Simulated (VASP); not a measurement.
**TiW3: single point with PBE**

The system is TiW3.

```
Ti W
1.0
     2.86868    0.00000    0.00000
    -1.43434    2.48435    0.00000
     0.00000    0.00000    9.29591
Ti W
1 3
Cartesian
  0.0000 1.6562 4.6480
  0.0000 1.6562 0.0000
  1.4343 0.8281 2.3240
  1.4343 0.8281 6.9719
```

```
Program                : VASP 6.6.1
Task                   : single point
Functional             : PBE
Potentials or basis    : VASP PAW PBE potentials, release 64 (Ti_sv, W_sv)
Cutoff                 : 520 eV
k mesh                 : 6 × 6 × 2
Occupations            : gaussian, width 0.1 eV
Spin                   : no spin polarisation
Dipole correction      : no
Further INCAR settings : ALGO = Normal; EDIFF = 1e-07; NBANDS = 35
```

- Pressure: 0.3 GPa
- Largest force: 0.272 eV/Å
- Band gap on the k mesh: zero (band 27 reaches 10.58 eV, above the bottom of band 28 at 9.56 eV)

Forces on the atoms (eV/Å):
```
Ti   0.000  0.000  0.000
W    0.000  0.000  0.000
W    0.000  0.000  0.272
W    0.000  0.000 -0.272
```

Stress tensor (GPa, compression positive):
```
-3.72  0.00  0.00
 0.00 -3.72  0.00
 0.00  0.00  8.24
```

Levels at points of the mesh, in eV from the Fermi level:
| k point | band 25 | band 26 | band 27 | band 28 | band 29 | band 30 |
| --- | --- | --- | --- | --- | --- | --- |
| (0.00, 0.00, 0.00) | -0.50 | -0.50 | -0.05 | -0.05 | 0.22 | 0.68 |
| (0.50, 0.00, 0.00) | -0.51 | -0.09 | 0.58 | 1.27 | 1.32 | 1.42 |
| (0.00, 0.00, 0.50) | -0.53 | -0.45 | -0.45 | -0.05 | -0.05 | 0.27 |
| (0.50, 0.00, 0.50) | -0.26 | 0.10 | 0.40 | 0.63 | 1.32 | 1.43 |

Run time: 48 s on 1 thread of Intel(R) Xeon(R) Platinum 8488C (Sapphire Rapids) (shared host), peak memory 0.2 GiB.

Caveat: the k points lie up to 0.42 Å⁻¹ apart; spin-orbit coupling is left out, which moves the levels of the heavy elements.
